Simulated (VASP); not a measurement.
Br: single point with PBEsol

Br:

```
Br
1.0
     6.51130    0.00000    0.00000
    -3.25565    5.63895    0.00000
     0.00000    0.00000    2.53976
Br
3
Cartesian
  0.0000 0.0000 0.0000
  0.0000 3.7593 1.2699
  3.2557 1.8797 1.2699
```

```json
{"Program": "VASP 6.6.1", "Task": "single point", "Functional": "PBEsol", "Potentials or basis": "VASP PAW PBE potentials, release 64 (Br)", "Cutoff": "520 eV", "k mesh": "9 × 9 × 18", "Occupations": "gaussian, width 0.1 eV", "Spin": "no spin polarisation"}
```

```
Pressure               : 0.0 GPa
Band gap on the k mesh : zero (an odd number of electrons rules out a gap without spin polarisation)
```

Stress tensor (GPa, compression positive):
```
-0.02  0.00  0.00
 0.00 -0.02  0.00
 0.00  0.00  0.09
```

Levels at points of the mesh, in eV from the Fermi level:
| k point | band 7 | band 8 | band 9 | band 10 | band 11 | band 12 | band 13 | band 14 |
| --- | --- | --- | --- | --- | --- | --- | --- | --- |
| (0.00, 0.00, 0.00) | -3.27 | -1.56 | -1.56 | 4.22 | 4.38 | 4.63 | 5.22 | 9.71 |
| (0.00, 0.00, 0.50) | -0.70 | -0.70 | -0.06 | -0.06 | 0.11 | 0.11 | 7.19 | 7.19 |

It took 110 s on 1 thread of AMD EPYC 9R45 96-Core Processor (Zen 5), with other jobs on the host, peak memory 0.26 GiB.

Caveat: the PAW data sets were made with another functional, which shifts forces and pressure a little; an odd number of electrons without spin polarisation forces a metal; a magnetic or distorted state may lie lower.
